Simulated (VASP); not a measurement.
Set up this calculation in VASP 6.6.1, as the native input.

| Item | Value |
| --- | --- |
| Task | single point |
| Functional | r2SCAN |
| Potentials or basis | VASP PAW PBE potentials, release 64 (Be) |
| Cutoff | 520 eV |
| k mesh | 8 × 8 × 4 |
| Occupations | fermi-dirac, width 0.05 eV |
| Spin | no spin polarisation |
| Dipole correction | no |
| Further INCAR settings | ALGO = Normal; EDIFF = 1e-06; NBANDS = 9 |

Crystal: Be.

```xyz
2
Lattice="2.2853 0.0000 0.0000 -1.1426 1.9791 0.0000 0.0000 0.0000 3.5842" Properties=species:S:1:pos:R:3 pbc="T T T"
Be    1.1427    0.6597    2.6882
Be    0.0000    1.3194    0.8961
```

The input as run:

POSCAR

```
Be
1.0
    2.2853000000      0.0000000000      0.0000000000
   -1.1426500000      1.9791278553      0.0000000000
    0.0000000000      0.0000000000      3.5842000000
Be
2
Direct
    0.6666666667      0.3333333333      0.7500000000
    0.3333333333      0.6666666667      0.2500000000
```

INCAR.step1

```
  PREC = Accurate
  ENCUT = 520
  ISMEAR = -1
  SIGMA = 0.05
  LREAL = F
  LASPH = T
  NELM = 80
  NBANDS = 9
  GGA = PE
  ALGO = Normal
  EDIFF = 1E-4
  LWAVE = T
  LCHARG = F
```

INCAR.step2

```
  PREC = Accurate
  ENCUT = 520
  EDIFF = 1E-6
  ISMEAR = -1
  SIGMA = 0.05
  LREAL = F
  LASPH = T
  NELM = 80
  ALGO = Normal
  ISIF = 2
  LWAVE = F
  LCHARG = F
  METAGGA = R2SCAN
  LMIXTAU = T
  NBANDS = 9
  ISTART = 1
```

KPOINTS

```
Automatic mesh
0
Gamma
  8 8 4
```

Potentials or basis: VASP PAW PBE potentials, release 64 (Be).

Command:

```sh
$ cat potpaw_PBE.64/Be/POTCAR > POTCAR
$ cp INCAR.step1 INCAR
$ mpirun -np 1 vasp_std > vasp.out
$ cp INCAR.step2 INCAR
$ mpirun -np 1 vasp_std > vasp.out
```

It gave:

```json
{"Pressure": "-2.7 GPa", "Band gap on the k mesh": "zero (bands 2 and 3 overlap by 0.05 eV)"}
```

Caveat: the k points lie up to 0.44 Å⁻¹ apart; the PAW data sets were made with another functional, which shifts forces and pressure a little.

Run time: 14 s on 1 thread of Intel Xeon 8259CL (shared host), peak memory 0.12 GiB.
